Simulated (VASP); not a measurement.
Here is a VASP 6.6.1 calculation.

Contents of INCAR:

```
PREC     = Accurate       # precision mode
ENCUT    = 500            # plane-wave cutoff, eV
EDIFF    = 1E-6           # SCF threshold, eV
ISMEAR   = -1             # smearing method
SIGMA    = 0.1            # smearing width, eV
LREAL    = False          # projectors in reciprocal space
LASPH    = True           # aspherical terms in the spheres
NELM     = 120            # most SCF steps
ALGO     = Normal         # electronic algorithm
ISIF     = 2              # what is computed and relaxed
LWAVE    = False          # write WAVECAR
LCHARG   = True           # write CHGCAR
GGA      = PS             # functional
LELF     = True           # ELF
LVHAR    = True         
NBANDS   = 16             # bands
GGA_COMPAT= False
```

Contents of KPOINTS:

```
regular mesh
0
Gamma
  6 6 6
```

POSCAR

```
AlRu
1.0
    2.9916000000      0.0000000000      0.0000000000
    0.0000000000      2.9916000000      0.0000000000
    0.0000000000      0.0000000000      2.9916000000
Al Ru
1 1
Direct
    0.0000000000      0.0000000000      0.0000000000
    0.5000000000      0.5000000000      0.5000000000
```

Potentials or basis: VASP PAW PBE potentials, release 64 (Al, Ru_pv).

The run is started by

```console
$ cat potpaw_PBE.64/Al/POTCAR potpaw_PBE.64/Ru_pv/POTCAR > POTCAR
$ mpirun -np 1 vasp_std > vasp.out
```

Task: Estimate the pressure.

Result: -3.2 GPa.

Caveat: the PAW data sets were made with another functional, which shifts forces and pressure a little.
